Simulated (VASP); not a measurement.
Runs of VASP 6.6.1 on TaN. The structure is that of space group P-62m (No. 189), or close to it. The cells are those of the table. 

```tsv
task	level	cell	cutoff (eV)	gap on the mesh (eV)	pressure (GPa)	relaxed volume (Å³/atom)	largest force (eV/Å)
single point	BLYP+D3(BJ)	a = 5.203, b = 5.203, c = 2.904 Å, angles 90.0, 90.0, 120.0°, 6 atoms	520	none	2.0	-	0.02
relaxation of cell and atoms	BLYP+D3(BJ)	relaxed from a = 5.196, b = 5.196, c = 2.911 Å, angles 90.0, 90.0, 120.0°, 6 atoms	600	none	0.0	(a)	-
single point	PBEsol	a = 5.181, b = 5.181, c = 2.894 Å, angles 90.0, 90.0, 120.0°, 6 atoms	520	none	0.9	-	0.02
relaxation of cell and atoms	PBEsol+D3(BJ)	relaxed from a = 5.196, b = 5.196, c = 2.911 Å, angles 90.0, 90.0, 120.0°, 6 atoms	600	none	-0.2	11.03	-
relaxation of cell and atoms	PBEsol	relaxed from a = 5.196, b = 5.196, c = 2.911 Å, angles 90.0, 90.0, 120.0°, 6 atoms	600	none	0.1	(b)	0.01
```

Alike in all rows: potentials or basis VASP PAW PBE potentials, release 64 (Ta_pv, N); no spin polarisation; k mesh 6 × 6 × 9; smearing methfessel-paxton 0.1 eV.

Question: Fill in the values left out.

Answer: (a) 11.41; (b) 11.24.

Caveats: the PAW data sets were made with another functional, which shifts forces and pressure a little; spin-orbit coupling is left out, which moves the levels of the heavy elements; pairwise dispersion overbinds metals, which lowers pressure and volume (some runs).

A k mesh can miss the band edges, and the runs leave out spin-orbit coupling on Ta.

A gap of «none» marks levels without a gap at the run's occupations.
